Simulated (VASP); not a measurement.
# Sn (Im-3m) in VASP: notebook

Runs on Sn. Level: PBEsol. Tasks: single point.

All numbers are computed with VASP 6.6.1; they aren't measurements. Logs are shortened: lines on timing, memory, paths and dates and some standing lists are left out, and cuts for length are marked.

## (1) The cell of the first run

The structure is cubic, space group Im-3m (No. 229). The conventional cell has a = 3.558 Å, b = 3.558 Å, c = 3.558 Å, α = 90.00°, β = 90.00°, γ = 90.00°. Sn (site symmetry m-3m) has 14 Sn at 3.08 to 3.56 Å within 4.1 Å.

This isn't the form of Sn at room conditions, which is tetragonal (white tin).

## (2) Single point, PBEsol (strain -0.050 along x and y, -0.050 along z)

INCAR

```
SYSTEM = Sn
  PREC = Accurate
  ENCUT = 520
  EDIFF = 1E-6
  ISMEAR = 0
  SIGMA = 0.15
  LREAL = .False.
  LASPH = .True.
  NELM = 80
  ALGO = Normal
  ISIF = 2
  LWAVE = .False.
  LCHARG = .True.
  GGA = PS
  LELF = .True.
  LVHAR = .True.
  NBANDS = 13
```

KPOINTS

```
regular mesh
0
Gamma
  22 22 22
  0 0 0
```

POSCAR

```
Sn
1.0
   -1.7787752712      1.7787752712      1.7787752712
    1.7787752712     -1.7787752712      1.7787752712
    1.7787752712      1.7787752712     -1.7787752712
Sn
1
Direct
    0.0000000000      0.0000000000      0.0000000000
```

Potentials or basis: VASP PAW PBE potentials, release 64 (Sn_d).

Command:

```
cat potpaw_PBE.64/Sn_d/POTCAR > POTCAR
mpirun -np 1 vasp_std > vasp.out
```

OUTCAR:

```text
SYSTEM = Sn
   PREC = Accurate
   ENCUT = 520
   EDIFF = 1E-6
   ISMEAR = 0
   LREAL = .False.
   LASPH = .True.
   NELM = 80
   ISIF = 2
   GGA = PS

 ion  position               nearest neighbor table
   1  0.000  0.000  0.000-

  LATTYP: Found a body centered cubic cell.
 ALAT       =     3.5575505424

  Lattice vectors:

 A1 = (  -1.7787752712,   1.7787752712,   1.7787752712)
 A2 = (   1.7787752712,  -1.7787752712,   1.7787752712)
 A3 = (   1.7787752712,   1.7787752712,  -1.7787752712)

Analysis of symmetry for initial positions (statically):
=====================================================================
 Subroutine PRICEL returns:
 Original cell was already a primitive cell.

 Routine SETGRP: Setting up the symmetry group for a
 body centered cubic supercell.

 Subroutine GETGRP returns: Found 48 space group operations
 (whereof 48 operations were pure point group operations)
 out of a pool of 48 trial point group operations.

The static configuration has the point symmetry O_h .

Analysis of symmetry for dynamics (positions and initial velocities):
=====================================================================
 Subroutine PRICEL returns:
 Original cell was already a primitive cell.

 Routine SETGRP: Setting up the symmetry group for a
 body centered cubic supercell.

 Subroutine GETGRP returns: Found 48 space group operations
 (whereof 48 operations were pure point group operations)
 out of a pool of 48 trial point group operations.

The dynamic configuration has the point symmetry O_h .

 Subroutine INISYM returns: Found 48 space group operations
 (whereof 48 operations are pure point group operations),
 and found     1 'primitive' translations

----------------------------------------------------------------------------------------

                                     Primitive cell

  volume of cell :      22.5125

  direct lattice vectors                    reciprocal lattice vectors
    -1.778775271  1.778775271  1.778775271     0.000000000  0.281092282  0.281092282
     1.778775271 -1.778775271  1.778775271     0.281092282  0.000000000  0.281092282
     1.778775271  1.778775271 -1.778775271     0.281092282  0.281092282  0.000000000

  length of vectors
     3.080929145  3.080929145  3.080929145     0.397524517  0.397524517  0.397524517

  position of ions in fractional coordinates (direct lattice)
     0.000000000  0.000000000  0.000000000

  ion indices of the primitive-cell ions
   primitive index   ion index
[... 75 lines left out ...]
   EDIFFG = 0.1E-04   stopping-criterion for IOM
   NSW    =      0    number of steps for IOM
   IBRION =     -1    ionic relax: 0-MD 1-quasi-New 2-CG
   NFREE  =      0    steps in history (QN), initial steepest desc. (CG)
   ISIF   =      2    stress and relaxation
   ISYM   =      2    0-nonsym 1-usesym 2-fastsym
   POTIM  = 0.5000    time-step for ionic-motion
   TEBEG  =    0.0;   TEEND  =   0.0 temperature during run
   PSTRESS=    0.0 pullay stress
   NELECT =      14.0000    total number of electrons
   NUPDOWN=      -1.0000    fix difference up-down
   EMIN   =  10.00;   EMAX   =-10.00  energy-range for DOS
   EFERMI =   0.00;   METHOD = LEGACY
   ISMEAR =     0;   SIGMA  =   0.15  broadening in eV -4-tet -1-fermi 0-gaus
   EFERMI_NEDOS =   21; number of points for ismear=-14 and -15
   IALGO  =     38    algorithm
   IMIX   =      4    mixing-type and parameters
     AMIX     =   0.40;   BMIX     =  1.00
     AMIX_MAG =   1.60;   BMIX_MAG =  1.00
  volume/ion in A,a.u.               =      22.51       151.92
  Fermi-wavevector in a.u.,A,eV,Ry     =   1.397365  2.640636 26.567118  1.952628
  Thomas-Fermi vector in A             =   2.520628
   LORBIT       =      0    0 simple, 1 ext, 2 COOP (PROOUT), +10 PAW based schemes
   GGA     = PS    functional components
   LHFCALC =     F    Hartree Fock is set to
   AEXX    =    0.0000 exact exchange contribution
   IVDW    =     0    specifies the selected vdW correction
   LEPSILON=     F    determine dielectric tensor
   LRPA    =     F    only Hartree local field effects (RPA)
 non-spin polarized calculation
 Gauss-broadening in eV      SIGMA  =   0.15
  energy-cutoff  :      520.00
  volume of cell :       22.51
 maximum number of plane-waves:       622
   NGX = 11   NGY = 11   NGZ = 11

 number of electron      13.9999992 magnetization

 Free energy of the ion-electron system (eV)
  ---------------------------------------------------
  ext. energy  EPLUGINS =         0.00000000
  ---------------------------------------------------
  free energy    TOTEN  =        -4.11760926 eV

  energy without entropy =       -4.11300138  energy(sigma->0) =       -4.11530532

 E-fermi :  10.3930     XC(G=0): -11.4218

 val. band max:       10.3877355888   @ k =   0.2273   0.2273   0.0455
 cond. band min:      10.4152884490   @ k =   0.5000   0.5000   0.4545
 fundamental gap:      0.0275528603
 Fermi energy:        10.3930475445

 k-point     1 :       0.0000    0.0000    0.0000
  band No.  band energies     occupation
      1     -11.1944      2.00000
      2     -11.1944      2.00000
      3     -11.1944      2.00000
      4     -10.9508      2.00000
      5     -10.9508      2.00000
      6      -2.1905      2.00000
      7      20.2902      0.00000
      8      20.2902      0.00000
      9      20.2902      0.00000
     10      22.8874      0.00000
     11      22.8874      0.00000
     12      22.8874      0.00000
     13      24.7039      0.00000
[... 354 lines left out ...]
  band No.  band energies     occupation
      1     -11.2120      2.00000
      2     -11.1764      2.00000
      3     -11.0647      2.00000
      4     -10.9794      2.00000
      5     -10.9537      2.00000
      6      -1.1835      2.00000
      7      14.8742      0.00000
      8      16.3834      0.00000
      9      18.1211      0.00000
     10      21.4013      0.00000
     11      21.9587      0.00000
     12      23.1479      0.00000
     13      26.2029      0.00000

 [... further k-points ...]
[... 5 lines left out ...]
  --------------------------------------------------------------------------------------
  -------------------------------------------------------------------------------------
  Total        1.6633758      1.6633758      1.6633758      0.0000000     -0.0000000      0.0000000
  in kB      118.3798332    118.3798332    118.3798332      0.0000000     -0.0000000      0.0000000
  external PRESSURE =     118.3798332 kB  Pullay stress =       0.0000000 kB

 VOLUME and BASIS-vectors are now :
 -----------------------------------------------------------------------------
  energy-cutoff  :      520.00
  volume of cell :       22.51
      direct lattice vectors                 reciprocal lattice vectors
    -1.778775271  1.778775271  1.778775271     0.000000000  0.281092282  0.281092282
     1.778775271 -1.778775271  1.778775271     0.281092282  0.000000000  0.281092282
     1.778775271  1.778775271 -1.778775271     0.281092282  0.281092282  0.000000000

 POSITION                                       TOTAL-FORCE (eV/Angst)
 -----------------------------------------------------------------------------------
      0.00000      0.00000      0.00000        -0.000000      0.000000      0.000000
 -----------------------------------------------------------------------------------
    total drift:                                0.000000      0.000000      0.000000

  FREE ENERGIE OF THE ION-ELECTRON SYSTEM (eV)
  ---------------------------------------------------
  free  energy   TOTEN  =        -4.1176092567 eV

  energy  without entropy=       -4.1130013815  energy(sigma->0) =       -4.11530532
```

OSZICAR:

```text
N       E                     dE             d eps       ncg     rms          rms(c)
DAV:   1     0.800340501975E+02    0.80034E+02   -0.71087E+03  8808   0.172E+03
DAV:   2     0.104825847636E+01   -0.78986E+02   -0.76127E+02  9026   0.345E+02
DAV:   3    -0.405169923060E+01   -0.51000E+01   -0.50798E+01 10320   0.711E+01
DAV:   4    -0.414710599415E+01   -0.95407E-01   -0.95380E-01  9888   0.101E+01
DAV:   5    -0.415010460980E+01   -0.29986E-02   -0.29985E-02 10911   0.177E+00    0.194E+00
DAV:   6    -0.412651939873E+01    0.23585E-01   -0.19847E-02 10718   0.278E+00    0.105E+00
DAV:   7    -0.411812375777E+01    0.83956E-02   -0.11393E-02 10870   0.199E+00    0.148E-01
DAV:   8    -0.411760914256E+01    0.51462E-03   -0.84605E-04 10408   0.527E-01    0.233E-02
DAV:   9    -0.411760916321E+01   -0.20650E-07   -0.16754E-05 12014   0.539E-02    0.118E-02
DAV:  10    -0.411760925675E+01   -0.93535E-07   -0.75396E-07  7355   0.122E-02
   1 F= -.41176093E+01 E0= -.41153053E+01  d E =-.460788E-02
```

Run time: 20 s. Hardware: 1 thread of Intel Xeon 6975P-C (Granite Rapids), shared host; peak memory 0.21 GiB.

What came out:

| Item | Value |
| --- | --- |
| Free energy | -4.1176 eV |
| Pressure | 11.8 GPa |
| Band gap on the k mesh | zero (bands 7 and 8 overlap by 12.94 eV) |

Levels at points of the mesh, in eV from the Fermi level:
```
           k point  band 3  band 4  band 5  band 6  band 7  band 8  band 9  band 10  band 11  band 12
(0.00, 0.00, 0.00)  -21.59  -21.34  -21.34  -12.58    9.90    9.90    9.90    12.49    12.49    12.49
(0.50, 0.00, 0.00)  -21.36  -21.35  -21.19   -6.62   -5.45    4.31    6.08     9.01     9.19    16.86
(0.50, 0.50, 0.50)  -21.23  -21.23  -21.23   -1.25   -0.69   -0.69   -0.69     3.84     3.84    19.25
```

Caveat: the cell differs from its parent crystal (strain -0.050 along x and y, -0.050 along z); the cell stands under pressure; the PAW data sets were made with another functional, which shifts forces and pressure a little; spin-orbit coupling is left out, which moves the levels of the heavy elements.

## (3) Single point, PBEsol (strain -0.025 along x and y, -0.025 along z)

INCAR

```
ALGO = Fast
EDIFF = 1E-7
ENCUT = 520
GGA = PS
ISIF = 2
ISMEAR = 0
LASPH = T
LCHARG = F
LREAL = F
LWAVE = F
NBANDS = 13
NELM = 80
PREC = Accurate
SIGMA = 0.15
```

KPOINTS

```
k-points
0
Gamma
  22 22 22
```

POSCAR

```
Sn
1.0
   -1.8255851467      1.8255851467      1.8255851467
    1.8255851467     -1.8255851467      1.8255851467
    1.8255851467      1.8255851467     -1.8255851467
Sn
1
Direct
    0.0000000000      0.0000000000      0.0000000000
```

Potentials or basis: VASP PAW PBE potentials, release 64 (Sn_d).

Command:

```
cat potpaw_PBE.64/Sn_d/POTCAR > POTCAR
mpirun -np 1 vasp_std > vasp.out
```

OUTCAR:

```text
EDIFF = 1E-7
   ENCUT = 520
   GGA = PS
   ISIF = 2
   ISMEAR = 0
   LASPH = T
   LREAL = F
   NELM = 80
   PREC = Accurate

 ion  position               nearest neighbor table
   1  0.000  0.000  0.000-

  LATTYP: Found a body centered cubic cell.
 ALAT       =     3.6511702934

  Lattice vectors:

 A1 = (  -1.8255851467,   1.8255851467,   1.8255851467)
 A2 = (   1.8255851467,  -1.8255851467,   1.8255851467)
 A3 = (   1.8255851467,   1.8255851467,  -1.8255851467)

Analysis of symmetry for initial positions (statically):
[... 553 lines left out ...]
      5     -12.0041      2.00000
      6      -1.6727      2.00000
      7      13.3908      0.00000
      8      14.9602      0.00000
      9      16.5511      0.00000
     10      19.8883      0.00000
     11      20.3852      0.00000
     12      21.7200      0.00000
     13      24.4632      0.00000

 [... further k-points ...]
[... 5 lines left out ...]
  --------------------------------------------------------------------------------------
  -------------------------------------------------------------------------------------
  Total        0.7004192      0.7004192      0.7004192      0.0000000      0.0000000      0.0000000
  in kB       46.1107685     46.1107685     46.1107685      0.0000000      0.0000000      0.0000000
  external PRESSURE =      46.1107685 kB  Pullay stress =       0.0000000 kB

 VOLUME and BASIS-vectors are now :
 -----------------------------------------------------------------------------
  energy-cutoff  :      520.00
  volume of cell :       24.34
      direct lattice vectors                 reciprocal lattice vectors
    -1.825585147  1.825585147  1.825585147     0.000000000  0.273884788  0.273884788
     1.825585147 -1.825585147  1.825585147     0.273884788  0.000000000  0.273884788
     1.825585147  1.825585147 -1.825585147     0.273884788  0.273884788  0.000000000

 POSITION                                       TOTAL-FORCE (eV/Angst)
 -----------------------------------------------------------------------------------
      0.00000      0.00000      0.00000         0.000000      0.000000      0.000000
 -----------------------------------------------------------------------------------
    total drift:                               -0.000000      0.000000      0.000000

  FREE ENERGIE OF THE ION-ELECTRON SYSTEM (eV)
  ---------------------------------------------------
  free  energy   TOTEN  =        -4.2093123723 eV

  energy  without entropy=       -4.2044818715  energy(sigma->0) =       -4.20689712
```

stdout:

```text
POSCAR found type information on POSCAR Sn
 POSCAR found :  1 types and       1 ions
 scaLAPACK will be used
 -----------------------------------------------------------------------------
|                                                                             |
|                                                                             |
|     You enforced a specific xc type in the INCAR file but a different       |
|     I HOPE YOU KNOW WHAT YOU ARE DOING!                                     |
|                                                                             |
 -----------------------------------------------------------------------------

 LDA part: xc-table for (Slater+PW92), standard interpolation
 POSCAR, INCAR and KPOINTS ok, starting setup
 FFT: planning ... GRIDC
 FFT: planning ... GRID_SOFT
 FFT: planning ... GRID
 WAVECAR not read
 entering main loop
WARNING in EDDRMM: call to ZHEGV failed, returncode =   6  3     10
WARNING in EDDRMM: call to ZHEGV failed, returncode =   8  4     12
WARNING in EDDRMM: call to ZHEGV failed, returncode =   6  3     11
WARNING in EDDRMM: call to ZHEGV failed, returncode =   6  3     11
WARNING in EDDRMM: call to ZHEGV failed, returncode =   8  4     12
WARNING in EDDRMM: call to ZHEGV failed, returncode =   6  3     12
WARNING in EDDRMM: call to ZHEGV failed, returncode =   6  3     11
WARNING in EDDRMM: call to ZHEGV failed, returncode =   8  4     12
WARNING in EDDRMM: call to ZHEGV failed, returncode =   8  4     10
WARNING in EDDRMM: call to ZHEGV failed, returncode =   8  4     11
WARNING in EDDRMM: call to ZHEGV failed, returncode =   8  4     10
WARNING in EDDRMM: call to ZHEGV failed, returncode =   8  4     13
WARNING in EDDRMM: call to ZHEGV failed, returncode =   6  3     11
```

Run time: 42 s. Hardware: 1 thread of Intel Xeon 6975P-C (Granite Rapids), shared host; peak memory 0.21 GiB.

What came out:

| Property | Result |
| --- | --- |
| Free energy | -4.2093 eV |
| Pressure | 4.6 GPa |
| Band gap on the k mesh | zero (bands 7 and 8 overlap by 11.82 eV) |

Caveat: the cell differs from its parent crystal (strain -0.025 along x and y, -0.025 along z); the cell stands under pressure; the PAW data sets were made with another functional, which shifts forces and pressure a little; spin-orbit coupling is left out, which moves the levels of the heavy elements.

(Continued in part 2 of 2.)

The gap in the log of VASP goes by the Fermi energy; the results here count the filled bands.